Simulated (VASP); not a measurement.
A run of VASP 6.6.1 is set up as follows.

The input INCAR:

```
SYSTEM = SrCl2
  ALGO = Normal
  EDIFF = 1E-6
  ENCUT = 520
  ISIF = 2
  ISMEAR = -1
  LASPH = .TRUE.
  LCHARG = .TRUE.
  LELF = .TRUE.
  LREAL = .FALSE.
  LVHAR = .TRUE.
  LWAVE = .FALSE.
  NBANDS = 19
  NELM = 60
  PREC = Accurate
  SIGMA = 0.05
```

The input KPOINTS:

```
k-points
0
G
  7 7 7
  0 0 0
```

Contents of POSCAR:

```
SrCl2
1.0
    0.0000000000      3.4412043558      3.4412043558
    3.4412043558      0.0000000000      3.4412043558
    3.4412043558      3.4412043558      0.0000000000
Sr Cl
1 2
Direct
    0.0000000000      0.0000000000      0.0000000000
    0.7500000000      0.7500000000      0.7500000000
    0.2500000000      0.2500000000      0.2500000000
```

Potentials or basis: VASP PAW LDA potentials, release 64 (Sr_sv, Cl).

Run with:

```sh
$ cat potpaw_LDA.64/Sr_sv/POTCAR potpaw_LDA.64/Cl/POTCAR > POTCAR
$ mpirun -np 1 vasp_std > vasp.out
```

Question: Estimate the band gap on the k mesh.

Answer: 5.08 eV (least direct gap 5.35 eV).

Question: Predict the pressure.

Answer: -1.3 GPa.

Caveat: an odd mesh through Γ misses points on the zone boundary, where band edges can lie.
